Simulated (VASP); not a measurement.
The system is BIr3Br.

```
CELL_PARAMETERS angstrom
4.38127 0.00000 0.00000
0.00000 4.38127 0.00000
0.00000 0.00000 4.38127
ATOMIC_POSITIONS crystal
B 0.50000 0.50000 0.50000
Ir 0.00000 0.50000 0.50000
Ir 0.50000 0.00000 0.50000
Ir 0.50000 0.50000 0.00000
Br 0.00000 0.00000 0.00000
```

* Program: VASP 6.6.1
* Task: relaxation of cell and atoms
* Functional: PBEsol
* Potentials or basis: VASP PAW PBE potentials, release 64 (B, Ir, Br)
* Cutoff: 600 eV
* k mesh: 4 × 4 × 4
* Occupations: gaussian, width 0.1175 eV
* Spin: no spin polarisation

At the start: pressure -23.4 GPa; volume 16.82 Å³/atom.

Q: Where does the relaxation end?

A: Over 5 steps the energy falls by 208.1 meV/atom and the volume is 14.38 Å³/atom (-14.5 %); space group Pm-3m (No. 221, to 0.05 Å).

Step by step:
```csv
step,energy change (eV),largest force (eV/Å),pressure (GPa),volume (Å³)
1,0.0000,0.0000,-23.42,84.10
2,1.9910,0.0000,84.17,57.58
3,-1.0362,0.0000,-1.98,72.58
4,-1.0400,0.0000,-0.62,72.12
5,-1.0404,0.0000,0.08,71.89
```

Final structure:
```yaml
crystal:
  lattice:
    - [4.15810, 0.00000, 0.00000]
    - [0.00000, 4.15810, 0.00000]
    - [0.00000, 0.00000, 4.15810]
  atoms:
    - { symbol: B, position: [0.50000, 0.50000, 0.50000] }
    - { symbol: Ir, position: [0.00000, 0.50000, 0.50000] }
    - { symbol: Ir, position: [0.50000, 0.00000, 0.50000] }
    - { symbol: Ir, position: [0.50000, 0.50000, 0.00000] }
    - { symbol: Br, position: [0.00000, 0.00000, 0.00000] }
```

Caveat: the PAW data sets were made with another functional, which shifts forces and pressure a little; an odd number of electrons without spin polarisation forces a metal; a magnetic or distorted state may lie lower.
